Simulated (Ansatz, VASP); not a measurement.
P in VASP and in Ansatz

```
CELL_PARAMETERS angstrom
-3.33582 3.33582 3.33582
3.33582 -3.33582 3.33582
3.33582 3.33582 -3.33582
ATOMIC_POSITIONS crystal
P 0.19606 0.19606 0.19606
P 0.50000 0.00000 0.30394
P 0.30394 0.50000 0.00000
P 0.00000 0.30394 0.50000
P 0.80394 0.80394 0.80394
P 0.50000 0.00000 0.69606
P 0.69606 0.50000 0.00000
P 0.00000 0.69606 0.50000
```

Alike in both runs: functional PBE; k mesh 8 × 8 × 8; occupations gaussian, width 0.1 eV; no spin polarisation.

Ansatz relaxed the structure, and its values are those at the end. VASP's run is a single point on that final structure, the one shown.

```csv
,VASP,Ansatz
version,VASP 6.6.1,Ansatz 0.2.0
potentials or method,"VASP PAW PBE potentials, release 64 (P), cutoff 520 eV","scalar-relativistic, plane waves, PAW"
valence electrons in the cell,40,40
```

|  | VASP | Ansatz | Ansatz less VASP |
| --- | --- | --- | --- |
| gap on the k mesh at the Fermi level (eV) | none | none | - |
| pressure (GPa) | -0.2 | 0.0 | +0.18 |
| rms of the force components (eV/Å) | 0.018 | 0.001 | -0.0172 |

A gap of «none» marks a metal or a gap that the smearing closes.
